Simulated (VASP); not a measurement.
Write the native input for VASP 6.6.1 that does the following.

```yaml
Task: single point
Functional: PBE
Dispersion: D3(BJ)
Potentials_or_basis: VASP PAW PBE potentials, release 64 (Si, S, Li_sv, N)
Cutoff: 650 eV
k_mesh: 1 × 1 × 1, shifted
Occupations: fermi-dirac, width 0.05 eV
Spin: no spin polarisation
Dipole_correction: no
Further_INCAR_settings: LREAL = Auto; ALGO = Normal; EDIFF = 1e-06; NBANDS = 61; ISYM = -1
```

The structure of Li6SiS2N2 lies in POSCAR:

```
Li6SiS2N2
1.0
    7.0575940000      0.2300220000     -0.0127870000
    0.2300220000      6.8226690000     -0.2070970000
   -0.0127870000     -0.2070970000      7.0752940000
Si S Li N
2 4 12 4
Direct
    0.3019477139      0.1461684447      0.7757356870
    0.0536483505      0.6884223072      0.0746502119
    0.9848004050      0.3710212555      0.0727677227
    0.8546114637      0.8044467339      0.3046989174
    0.8729549240      0.7755164441      0.8217156211
    0.3691043551      0.4909152531      0.5694838707
    0.6819162394      0.4888340747      0.7349301292
    1.0316924596      0.4522767051      0.6848443895
    0.6208705694      0.7323942386      0.0643773561
    0.1468437177      0.2500634311      0.4328952376
    0.7999390325      0.1368429420      0.2773756940
    0.4576419970      0.4240310519      0.0431596803
    1.0008189140      0.9970208438      0.5752163086
    0.5862899177      0.1967304815      0.5472389107
    0.8342370950      0.1578147581      0.8452789881
    0.2885311262      0.7663588230      0.7681187610
    0.7703306253      0.4565839757      0.3556078927
    0.2990064107      0.7879778744      0.3911078817
    0.2790006685      0.9960224580      0.5918136892
    0.8607398206      0.2617398447      0.5431388175
    0.7440035174      0.3466041881      0.0691599897
    0.2848983668      0.7011937144      0.0733545645
```

The input as run:

INCAR

```
SYSTEM = Li6SiS2N2
ALGO     = Normal         ! electronic algorithm
EDIFF    = 1E-6           ! SCF threshold, eV
ENCUT    = 650            ! plane-wave cutoff, eV
GGA      = PE             ! functional
GGA_COMPAT= .FALSE.      
ISIF     = 2              ! what is computed and relaxed
ISMEAR   = -1             ! smearing method
ISYM     = -1           
IVDW     = 12             ! dispersion correction
LASPH    = .TRUE.         ! aspherical terms in the spheres
LCHARG   = .FALSE.        ! write CHGCAR
LREAL    = Auto         
LWAVE    = .FALSE.        ! write WAVECAR
NBANDS   = 61             ! bands
NELM     = 120            ! most SCF steps
PREC     = Accurate       ! precision mode
SIGMA    = 0.05           ! smearing width, eV
```

KPOINTS

```
explicit points
1
Reciprocal
  0.25000000   0.25000000   0.25000000 1
```

Potentials or basis: VASP PAW PBE potentials, release 64 (Si, S, Li_sv, N).

Command:

```sh
$ cat potpaw_PBE.64/Si/POTCAR potpaw_PBE.64/S/POTCAR potpaw_PBE.64/Li_sv/POTCAR potpaw_PBE.64/N/POTCAR > POTCAR
$ mpirun -np 1 vasp_std > vasp.out
```

It gave:

```yaml
Pressure: -4.5 GPa
Largest_force: 1.450 eV/Å
Dispersion_energy_per_atom: -0.215 eV
```

Caveat: the atoms stand as in a frame of molecular dynamics.

Wall time 49 s on 1 thread of Intel(R) Xeon(R) Platinum 8488C (Sapphire Rapids), with other jobs on the host, peak memory 0.46 GiB.
